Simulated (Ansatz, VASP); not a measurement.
## Hg in VASP and in Ansatz

```
Hg
1.0
     1.74632    1.00824    2.14788
    -1.74632    1.00824    2.14788
     0.00000   -2.01648    2.14788
Hg
1
Direct
  0.00000 0.00000 0.00000
```

Alike in both runs: task single point; functional LDA; k mesh 11 × 11 × 11; occupations methfessel-paxton of order 1, width 0.01 eV; no spin polarisation.

|  | VASP | Ansatz |
| --- | --- | --- |
| version | VASP 6.6.1 | Ansatz 0.2.0 |
| potentials or method | VASP PAW LDA potentials, release 64 (Hg_sv_GW), cutoff 550 eV | plane waves (420 eV) with PAW, scalar-relativistic |
| valence electrons in the cell | 20 | 20 |

VASP gave:

| Property | Result |
| --- | --- |
| pressure (GPa) | 0.2 |
| traceless stress, the component that is largest in VASP (GPa) | 0.33 |

Q: What did Ansatz give for the same quantities?

A: Pressure (GPa): 0.2; traceless stress, the component that is largest in VASP (GPa): 0.18.

Ansatz warns that its potentials were made for another functional, while VASP's fit it. LDA's correlation is that of Perdew and Zunger in VASP and of Perdew and Wang (1992) in Ansatz.

Neither program's run includes spin-orbit coupling.
